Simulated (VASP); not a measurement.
Wanted: the native input for a VASP 6.6.1 run.

```
Task                   : single point
Functional             : PBE
Potentials or basis    : VASP PAW PBE potentials, release 64 (Hf_pv, Pd, Se, Br, O)
Cutoff                 : 520 eV
k mesh                 : 5 × 5 × 3
Occupations            : fermi-dirac, width 0.05 eV
Spin                   : no spin polarisation
Dipole correction      : no
Further INCAR settings : ALGO = Normal; EDIFF = 1e-07; NBANDS = 53
```

The structure of Hf2Pd2Se2Br2O3 lies in POSCAR:

```
Hf2Pd2Se2Br2O3
1.0
    5.7589900000      0.0000000000      0.0000000000
   -2.8794900000      4.9874300000      0.0000000000
    0.0000000000      0.0000000000      8.5254700000
Hf Pd Se Br O
2 2 2 2 3
Direct
    0.3333300000      0.6666700000      0.5420100000
    0.6666700000      0.3333300000      0.5420100000
    0.3333300000      0.6666700000      0.1288000000
    0.6666700000      0.3333300000      0.1288000000
    0.3333300000      0.6666700000      0.8557200000
    0.6666700000      0.3333300000      0.8557200000
    0.0000000000      0.0000000000      0.1389500000
    0.0000000000      0.0000000000      0.6538400000
    0.5000000000      0.0000000000      0.4296300000
    0.0000000000      0.5000000000      0.4296300000
    0.5000000000      0.5000000000      0.4296300000
```

The input as run:

INCAR

```
SYSTEM = Hf2Pd2Se2Br2O3
ALGO = Normal
EDIFF = 1E-7
ENCUT = 520
GGA = PE
ISIF = 2
ISMEAR = -1
LASPH = .TRUE.
LCHARG = .FALSE.
LREAL = .FALSE.
LWAVE = .FALSE.
NBANDS = 53
NELM = 100
PREC = Accurate
SIGMA = 0.05
```

KPOINTS

```
k-points
0
G
  5 5 3
  0 0 0
```

Potentials or basis: VASP PAW PBE potentials, release 64 (Hf_pv, Pd, Se, Br, O).

Launch:

```bash
$ cat potpaw_PBE.64/Hf_pv/POTCAR potpaw_PBE.64/Pd/POTCAR potpaw_PBE.64/Se/POTCAR potpaw_PBE.64/Br/POTCAR potpaw_PBE.64/O/POTCAR > POTCAR
$ mpirun -np 1 vasp_std > vasp.out
```

Results of the run:

* Pressure: -0.5 GPa
* Largest force: 0.234 eV/Å
* Band gap on the k mesh: zero (bands 42 and 43 overlap by 0.05 eV)

Caveat: spin-orbit coupling is left out, which moves the levels of the heavy elements.

It took 13 min on 1 thread of Intel Xeon 8259CL, with other jobs on the host, peak memory 0.53 GiB.
